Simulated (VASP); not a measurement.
Crystal: AlFe3B.

```
Fe Al B
1.0
     3.82232    0.00000    0.00000
     0.00000    3.82232    0.00000
     0.00000    0.00000    3.82232
Fe Al B
3 1 1
Direct
  0.00000 0.00000 0.50000
  0.00000 0.50000 0.00000
  0.50000 0.00000 0.00000
  0.50000 0.50000 0.50000
  0.00000 0.00000 0.00000
```

Base run:

| Property | Result |
| --- | --- |
| Program | VASP 6.6.1 |
| Functional | PBEsol |
| Potentials or basis | VASP PAW PBE potentials, release 64 (Fe, Al, B) |
| Cutoff | 520 eV |
| k mesh | 6 × 6 × 6 |
| Occupations | fermi-dirac, width 0.05 eV |
| Spin | collinear spin, ferromagnetic start |
| Starting moments | [6.0, 6.0, 6.0, 0.0, 0.0] μB |
| Fixed moment | 18 μB |

Its results: pressure 115.6 GPa; site moments Fe +4.64; Al +0.57; B +0.74 μB.

Task: The run is repeated on the same cell with these changes: fixed moment from 18 μB to 6.8 μB; moments at the start from [6.0, 6.0, 6.0, 0.0, 0.0] to [2.27, 2.27, 2.27, 0.0, 0.0]. What comes out?

Result: Pressure 4.7 GPa; site moments Fe +2.30; Al -0.04; B -0.12 μB.

Caveats: the cell stands under pressure; the PAW data sets were made with another functional, which shifts forces and pressure a little; the total moment is fixed, so each spin has its own Fermi level and the state may be an excited one.
